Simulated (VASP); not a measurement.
MoPt3, 4 atoms in the cell. Symmetry: Pm-3m, No. 221, cubic system. The conventional cell has a = 3.980 Å, b = 3.980 Å, c = 3.980 Å, α = 90.00°, β = 90.00°, γ = 90.00°. Mo (site symmetry m-3m) has 12 Pt at 2.81 Å within 3.7 Å. Within 3.7 Å of Pt (site symmetry 4/mmm) lie 4 Mo at 2.81 Å and 8 Pt at 2.81 Å. 

```yaml
Program: VASP 6.6.1
Task: relaxation of cell and atoms
Functional: PBEsol
Potentials_or_basis: VASP PAW PBE potentials, release 64 (Mo_sv, Pt)
Cutoff: 600 eV
k_mesh: 5 × 5 × 5
Occupations: methfessel-paxton, width 0.1 eV
Spin: no spin polarisation
Dipole_correction: no
Further_INCAR_settings: ALGO = Normal; EDIFF = 1e-06; IBRION = 2; EDIFFG = -0.02; NSW = 80; ISIF = 3
```

Potentials or basis: VASP PAW PBE potentials, release 64 (Mo_sv, Pt).

The run is started by

```sh
$ cat potpaw_PBE.64/Mo_sv/POTCAR potpaw_PBE.64/Pt/POTCAR > POTCAR
$ mpirun -np 1 vasp_std > vasp.out
```

Hardware: 1 thread of Intel Xeon 6975P-C, on a shared host.

Problem. Estimate the wall time of this run.

Solution. Wall time 54 s on 1 thread of Intel Xeon 6975P-C, on a shared host, peak memory 0.2 GiB. Counts: scf iterations 40, k points 10, ion steps 4.
